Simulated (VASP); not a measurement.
# GaN (F-43m) in VASP: notebook

Runs on GaN. Level: r2SCAN. Tasks: single point, relaxation of cell and atoms.

Everything below comes from runs of VASP 6.6.1. Logs are shortened: lines on timing, memory, paths and dates and some standing lists are left out, and cuts for length are marked.

## Step 1: The cell of the first run

It takes space group F-43m (No. 216, cubic). Conventional cell: a = 4.513 Å, b = 4.513 Å, c = 4.513 Å, α = 90.00°, β = 90.00°, γ = 90.00°. Ga (site symmetry -43m) has 4 N at 1.95 Å within 2.6 Å. Within 2.6 Å of N (site symmetry -43m) lie 4 Ga at 1.95 Å.

## Step 2: Single point, r2SCAN

Contents of POSCAR:

```
GaN
1.0
    2.2566868419      2.2566868419      0.0000000000
   -2.2566868419      2.2566868419      0.0000000000
    0.0000000000      2.2566868419      2.2566868419
Ga N
1 1
Direct
    0.0000000000      0.0000000000      0.0000000000
    0.2500000000      0.7500000000      0.5000000000
```

Contents of INCAR.step1:

```
SYSTEM = GaN
ALGO = Normal
EDIFF = 1E-4
ENCUT = 520
GGA = PE
ISMEAR = 0
LASPH = .True.
LCHARG = .False.
LREAL = .False.
LWAVE = .True.
NBANDS = 16
NELM = 60
PREC = Accurate
SIGMA = 0.01
```

Contents of INCAR.step2:

```
SYSTEM = GaN
ALGO = Normal
EDIFF = 1E-7
ENCUT = 520
ISIF = 2
ISMEAR = 0
ISTART = 1
LASPH = .True.
LCHARG = .False.
LMIXTAU = .True.
LREAL = .False.
LWAVE = .False.
METAGGA = R2SCAN
NBANDS = 16
NELM = 60
PREC = Accurate
SIGMA = 0.01
```

Contents of KPOINTS:

```
k-points
0
Gamma
  10 10 10
  0 0 0
```

Potentials or basis: VASP PAW PBE potentials, release 64 (Ga_d, N).

The run is started by

```console
$ cat potpaw_PBE.64/Ga_d/POTCAR potpaw_PBE.64/N/POTCAR > POTCAR
$ cp INCAR.step1 INCAR
$ mpirun -np 1 vasp_std > vasp.out
$ cp INCAR.step2 INCAR
$ mpirun -np 1 vasp_std > vasp.out
```

OUTCAR:

```text
SYSTEM = GaN
   EDIFF = 1E-7
   ENCUT = 520
   ISIF = 2
   ISMEAR = 0
   ISTART = 1
   LASPH = .True.
   LREAL = .False.
   METAGGA = R2SCAN
   NELM = 60
   PREC = Accurate

 ion  position               nearest neighbor table
   1  0.000  0.000  0.000-   2 1.95   2 1.95   2 1.95   2 1.95
   2  0.250  0.750  0.500-   1 1.95   1 1.95   1 1.95   1 1.95

  LATTYP: Found a face centered cubic cell.
 ALAT       =     4.5133736838

  Lattice vectors:

 A1 = (   0.0000000000,   2.2566868419,   2.2566868419)
 A2 = (   2.2566868419,   0.0000000000,   2.2566868419)
 A3 = (   2.2566868419,   2.2566868419,   0.0000000000)

Analysis of symmetry for initial positions (statically):
=====================================================================
 Subroutine PRICEL returns:
 Original cell was already a primitive cell.

 Routine SETGRP: Setting up the symmetry group for a
 face centered cubic supercell.

 Subroutine GETGRP returns: Found 24 space group operations
 (whereof 24 operations were pure point group operations)
 out of a pool of 48 trial point group operations.

The static configuration has the point symmetry T_d .

Analysis of symmetry for dynamics (positions and initial velocities):
=====================================================================
 Subroutine PRICEL returns:
 Original cell was already a primitive cell.

 Routine SETGRP: Setting up the symmetry group for a
 face centered cubic supercell.

 Subroutine GETGRP returns: Found 24 space group operations
 (whereof 24 operations were pure point group operations)
 out of a pool of 48 trial point group operations.

The dynamic configuration has the point symmetry T_d .

 Subroutine INISYM returns: Found 24 space group operations
 (whereof 24 operations are pure point group operations),
 and found     1 'primitive' translations

----------------------------------------------------------------------------------------

                                     Primitive cell

  volume of cell :      22.9850

  direct lattice vectors                    reciprocal lattice vectors
     2.256686842  2.256686842  0.000000000     0.221563750  0.221563750 -0.221563750
    -2.256686842  2.256686842  0.000000000    -0.221563750  0.221563750 -0.221563750
     0.000000000  2.256686842  2.256686842     0.000000000  0.000000000  0.443127501

  length of vectors
     3.191437138  3.191437138  3.191437138     0.383759673  0.383759673  0.443127501

  position of ions in fractional coordinates (direct lattice)
     0.000000000  0.000000000  0.000000000
     0.250000000  0.750000000  0.500000000

  ion indices of the primitive-cell ions
   primitive index   ion index
                 1           1
                 2           2

----------------------------------------------------------------------------------------

 KPOINTS: k-points

Automatic generation of k-mesh.
 Grid dimensions read from file:
 generate k-points for:   10   10   10

 Generating k-lattice:

  Cartesian coordinates                     Fractional coordinates (reciprocal lattice)
     0.022156375  0.022156375 -0.022156375     0.100000000  0.000000000  0.000000000
    -0.022156375  0.022156375 -0.022156375     0.000000000  0.100000000  0.000000000
     0.000000000  0.000000000  0.044312750     0.000000000  0.000000000  0.100000000

  Length of vectors
     0.038375967  0.038375967  0.044312750

  Shift w.r.t. Gamma in fractional coordinates (k-lattice)
     0.000000000  0.000000000  0.000000000

 Subroutine IBZKPT returns following result:
 ===========================================

 Found     47 irreducible k-points:

 Following reciprocal coordinates:
            Coordinates               Weight
  0.000000  0.000000  0.000000      1.000000
  0.100000  0.000000  0.000000      8.000000
  0.200000  0.000000  0.000000      8.000000
  0.300000  0.000000  0.000000      8.000000
  0.400000  0.000000  0.000000      8.000000
  0.500000  0.000000  0.000000      4.000000
[... 16 lines left out ...]
  0.300000  0.300000  0.000000     12.000000
  0.400000  0.300000  0.000000     24.000000
 [... further k-points ...]
   k-points           NKPTS =     47   k-points in BZ     NKDIM =     47   number of bands    NBANDS=     16
   number of dos      NEDOS =    301   number of ions     NIONS =      2
   total plane-waves  NPLWV =  13824
   dimension x,y,z NGX =    24 NGY =   24 NGZ =   24
   dimension x,y,z NGXF=    48 NGYF=   48 NGZF=   48
   ions per type =               1   1
   NGX,Y,Z   is equivalent  to a cutoff of  12.50, 12.50, 12.50 a.u.
   NGXF,Y,Z  is equivalent  to a cutoff of  25.00, 25.00, 25.00 a.u.
 SYSTEM =  GaN
   PREC   = accura    normal or accurate (medium, high low for compatibility)
   ISTART =      1    job   : 0-new  1-cont  2-samecut
   ICHARG =      0    charge: 1-file 2-atom 10-const
   ISPIN  =      1    spin polarized calculation?
   LNONCOLLINEAR =      F non collinear calculations
   LSORBIT =      F    spin-orbit coupling
   LASPH  =      T    aspherical Exc in radial PAW
   ENCUT  =  520.0 eV  38.22 Ry    6.18 a.u.   5.93  5.93  5.93*2*pi/ulx,y,z
   NELM   =     60;   NELMIN=  2; NELMDL=  0     # of ELM steps
   EDIFF  = 0.1E-06   stopping-criterion for ELM
   LREAL  =      F    real-space projection
   EDIFFG = 0.1E-05   stopping-criterion for IOM
   NSW    =      0    number of steps for IOM
   IBRION =     -1    ionic relax: 0-MD 1-quasi-New 2-CG
   NFREE  =      0    steps in history (QN), initial steepest desc. (CG)
   ISIF   =      2    stress and relaxation
   ISYM   =      2    0-nonsym 1-usesym 2-fastsym
   POTIM  = 0.5000    time-step for ionic-motion
   TEBEG  =    0.0;   TEEND  =   0.0 temperature during run
   PSTRESS=    0.0 pullay stress
   NELECT =      18.0000    total number of electrons
   NUPDOWN=      -1.0000    fix difference up-down
   EMIN   =  10.00;   EMAX   =-10.00  energy-range for DOS
   EFERMI =   0.00;   METHOD = LEGACY
   ISMEAR =     0;   SIGMA  =   0.01  broadening in eV -4-tet -1-fermi 0-gaus
   EFERMI_NEDOS =   21; number of points for ismear=-14 and -15
   IALGO  =     38    algorithm
   IMIX   =      4    mixing-type and parameters
     AMIX     =   0.40;   BMIX     =  1.00
     AMIX_MAG =   1.60;   BMIX_MAG =  1.00
  volume/ion in A,a.u.               =      11.49        77.56
  Fermi-wavevector in a.u.,A,eV,Ry     =   1.508983  2.851565 30.980873  2.277030
  Thomas-Fermi vector in A             =   2.619365
   LORBIT       =      0    0 simple, 1 ext, 2 COOP (PROOUT), +10 PAW based schemes
   METAGGA = R2SCAN    functional components
   LHFCALC =     F    Hartree Fock is set to
   AEXX    =    0.0000 exact exchange contribution
   IVDW    =     0    specifies the selected vdW correction
   LEPSILON=     F    determine dielectric tensor
   LRPA    =     F    only Hartree local field effects (RPA)
 non-spin polarized calculation
 Gauss-broadening in eV      SIGMA  =   0.01
  energy-cutoff  :      520.00
  volume of cell :       22.98
 maximum number of plane-waves:       636
   NGX = 11   NGY = 11   NGZ = 11

 number of electron      18.0000001 magnetization

 Free energy of the ion-electron system (eV)
  ---------------------------------------------------
  ext. energy  EPLUGINS =         0.00000000
  ---------------------------------------------------
  free energy    TOTEN  =       -21.89665556 eV

  energy without entropy =      -21.89665556  energy(sigma->0) =      -21.89665556

 E-fermi :   5.0195     XC(G=0): -12.6098

 val. band max:        4.9704633837   @ k =   0.0000   0.0000   0.0000
 cond. band min:       7.0615840933   @ k =   0.0000   0.0000   0.0000
 fundamental gap:      2.0911207096
 Fermi energy:         5.0194899868

 k-point     1 :       0.0000    0.0000    0.0000
  band No.  band energies     occupation
      1     -11.7236      2.00000
      2      -8.8570      2.00000
      3      -8.8570      2.00000
      4      -8.8569      2.00000
      5      -8.5110      2.00000
      6      -8.5110      2.00000
[... 8 lines left out ...]
     15      24.6623      0.00000
     16      24.6623      0.00000

 k-point     2 :       0.1000    0.0000    0.0000
  band No.  band energies     occupation
      1     -11.6139      2.00000
      2      -8.8429      2.00000
      3      -8.8429      2.00000
      4      -8.8163      2.00000
      5      -8.5122      2.00000
      6      -8.5122      2.00000
[... 8 lines left out ...]
     15      23.2489      0.00000
     16      23.3469      0.00000

 k-point     3 :       0.2000    0.0000    0.0000
  band No.  band energies     occupation
      1     -11.3339      2.00000
      2      -8.8100      2.00000
      3      -8.8100      2.00000
      4      -8.6538      2.00000
      5      -8.5110      2.00000
      6      -8.5110      2.00000
[... 8 lines left out ...]
     15      22.4620      0.00000
     16      22.4621      0.00000

 k-point     4 :       0.3000    0.0000    0.0000
  band No.  band energies     occupation
      1     -11.0222      2.00000
      2      -8.7794      2.00000
      3      -8.7794      2.00000
      4      -8.4982      2.00000
      5      -8.4982      2.00000
      6      -8.2772      2.00000
[... 8 lines left out ...]
     15      23.0073      0.00000
     16      23.0073      0.00000
[... 324 lines left out ...]
 k-point    22 :      -0.2000    0.2000    0.0000
  band No.  band energies     occupation
      1     -11.2123      2.00000
      2      -8.7577      2.00000
      3      -8.7576      2.00000
      4      -8.6989      2.00000
      5      -8.4969      2.00000
      6      -8.4840      2.00000
[... 8 lines left out ...]
     15      26.5561      0.00000
     16      27.4343      0.00000

 k-point    23 :       0.3000    0.3000    0.0000
  band No.  band energies     occupation
      1     -10.6386      2.00000
      2      -8.7380      2.00000
      3      -8.6562      2.00000
      4      -8.5385      2.00000
      5      -8.5076      2.00000
      6      -7.1319      2.00000
[... 8 lines left out ...]
     15      23.5424      0.00000
     16      28.4560      0.00000

 k-point    24 :       0.4000    0.3000    0.0000
  band No.  band energies     occupation
      1     -10.5939      2.00000
      2      -8.7273      2.00000
      3      -8.6231      2.00000
      4      -8.5672      2.00000
      5      -8.4788      2.00000
      6      -6.9196      2.00000
[... 8 lines left out ...]
     15      25.6141      0.00000
     16      28.6686      0.00000

 [... further k-points ...]

------------------------ aborting loop because EDIFF is reached ----------------------------------------

  FORCE on cell =-STRESS in cart. coord.  units (eV):
  Direction    XX          YY          ZZ          XY          YZ          ZX
  --------------------------------------------------------------------------------------
  -------------------------------------------------------------------------------------
  Total       -0.1314282     -0.1314282     -0.1314282     -0.0000000      0.0000000     -0.0000000
  in kB       -9.1612610     -9.1612610     -9.1612610     -0.0000000      0.0000000     -0.0000000
  external PRESSURE =      -9.1612610 kB  Pullay stress =       0.0000000 kB

 VOLUME and BASIS-vectors are now :
 -----------------------------------------------------------------------------
  energy-cutoff  :      520.00
  volume of cell :       22.98
      direct lattice vectors                 reciprocal lattice vectors
     2.256686842  2.256686842  0.000000000     0.221563750  0.221563750 -0.221563750
    -2.256686842  2.256686842  0.000000000    -0.221563750  0.221563750 -0.221563750
     0.000000000  2.256686842  2.256686842     0.000000000  0.000000000  0.443127501

 POSITION                                       TOTAL-FORCE (eV/Angst)
 -----------------------------------------------------------------------------------
      0.00000      0.00000      0.00000         0.000000     -0.000000      0.000000
     -1.12834      3.38503      1.12834        -0.000000      0.000000      0.000000
 -----------------------------------------------------------------------------------
    total drift:                                0.000039     -0.000000      0.000000

  FREE ENERGIE OF THE ION-ELECTRON SYSTEM (eV)
  ---------------------------------------------------
  free  energy   TOTEN  =       -21.8966555587 eV

  energy  without entropy=      -21.8966555587  energy(sigma->0) =      -21.89665556
```

It took 30 s on 1 thread of Intel Xeon 6975P-C (Granite Rapids), shared host; peak memory 0.15 GiB.

What came out:

- Free energy: -21.8967 eV
- Pressure: -0.9 GPa
- Band gap on the k mesh: 2.09 eV

Levels at points of the mesh, in eV from the valence-band top:
| k point | band 6 | band 7 | band 8 | band 9 | band 10 | band 11 | band 12 | band 13 |
| --- | --- | --- | --- | --- | --- | --- | --- | --- |
| (0.00, 0.00, 0.00) | -13.48 | 0.00 | 0.00 | 0.00 | 2.09 | 10.98 | 10.98 | 10.98 |
| (0.50, 0.00, 0.00) | -12.36 | -7.13 | -0.99 | -0.99 | 5.13 | 9.42 | 10.98 | 10.98 |
| (0.50, 0.50, 0.00) | -11.97 | -6.20 | -2.77 | -2.77 | 3.76 | 7.21 | 12.55 | 14.90 |

Caveat: the PAW data sets were made with another functional, which shifts forces and pressure a little.

## Step 3: Relaxation of cell and atoms, r2SCAN, target pressure -2 GPa, at which the enthalpy is minimised

This run uses another cell than the first one, of 11.37 Å³/atom.

Contents of POSCAR:

```
GaN
1.0
    2.2489450353      2.2489450353      0.0000000000
   -2.2489450353      2.2489450353      0.0000000000
    0.0000000000      2.2489450353      2.2489450353
Ga N
1 1
Direct
    0.0000000000      0.0000000000      0.0000000000
    0.2500000000      0.7500000000      0.5000000000
```

Contents of INCAR.step1:

```
ALGO = Normal ; EDIFF = 1E-4
ENCUT = 600 ; GGA = PE
ISMEAR = 0 ; LASPH = True
LCHARG = False ; LREAL = False
LWAVE = True ; NELM = 100
PREC = Accurate ; SIGMA = 0.01
```

Contents of INCAR.step2:

```
ALGO = Normal ; EDIFF = 1E-7
EDIFFG = -0.002 ; ENCUT = 600
IBRION = 2 ; ISIF = 3
ISMEAR = 0 ; ISTART = 1
LASPH = True ; LCHARG = False
LMIXTAU = True ; LREAL = False
LWAVE = False ; METAGGA = R2SCAN
NELM = 100 ; NSW = 100
PREC = Accurate ; PSTRESS = -20.0
SIGMA = 0.01
```

Contents of KPOINTS:

```
k-points
0
Gamma
  10 10 10
```

Potentials or basis: VASP PAW PBE potentials, release 64 (Ga_d, N).

The run is started by

```console
$ cat potpaw_PBE.64/Ga_d/POTCAR potpaw_PBE.64/N/POTCAR > POTCAR
$ cp INCAR.step1 INCAR
$ mpirun -np 1 vasp_std > vasp.out
$ cp INCAR.step2 INCAR
$ mpirun -np 1 vasp_std > vasp.out
```

Run time: 4 min. Hardware: 1 thread of Intel Xeon 6975P-C (Granite Rapids), shared host; peak memory 0.18 GiB.

Results (log left out):

- Free energy: -21.8965 eV
- Relaxed volume: 11.56 Å³/atom
- Relaxed cell: a = 3.198 Å, b = 3.198 Å, c = 3.198 Å, α = 60.00°, β = 60.00°, γ = 90.00°
- Space group after relaxing (to 0.1 Å): F-43m (No. 216)
- Energy change on relaxing (the run minimises the enthalpy): +0.5 meV/atom
- Ionic steps: 8
- Pressure after relaxing: -2.0 GPa
- Band gap on the k mesh: 2.05 eV

The path:
| step | energy change (eV) | largest force (eV/Å) | pressure (GPa) | volume (Å³) |
| --- | --- | --- | --- | --- |
| 1 | 0.0000 | 0.0000 | 1.17 | 22.75 |
| 2 | 0.0093 | 0.0000 | -4.91 | 23.50 |
| 3 | 0.0010 | 0.0000 | -1.64 | 23.12 |
| 4 | 0.0016 | 0.0000 | -2.32 | 23.16 |
| 5 | 0.0013 | 0.0000 | -2.11 | 23.14 |
| 6 | 0.0012 | 0.0000 | -2.05 | 23.13 |
| 7 | 0.0011 | 0.0000 | -1.96 | 23.12 |
| 8 | 0.0011 | 0.0000 | -1.98 | 23.12 |

Final structure:
```xyz
2
Lattice="2.2612 2.2612 0.0000 -2.2612 2.2612 0.0000 0.0000 2.2612 2.2612" Properties=species:S:1:pos:R:3 pbc="T T T"
Ga    0.0000    0.0000    0.0000
N    -1.1306    3.3917    1.1306
```

Levels at points of the mesh, in eV from the valence-band top:
| k point | band 7 | band 8 | band 9 | band 10 | band 11 | band 12 |
| --- | --- | --- | --- | --- | --- | --- |
| (0.00, 0.00, 0.00) | 0.00 | 0.00 | 0.00 | 2.05 | 10.94 | 10.94 |
| (0.50, 0.00, 0.00) | -7.09 | -0.98 | -0.98 | 5.09 | 9.39 | 10.94 |
| (0.50, 0.50, 0.00) | -6.17 | -2.75 | -2.75 | 3.76 | 7.18 | 12.50 |

Caveat: the cell is relaxed towards a set pressure, so the run minimises the enthalpy, not the energy; the PAW data sets were made with another functional, which shifts forces and pressure a little.
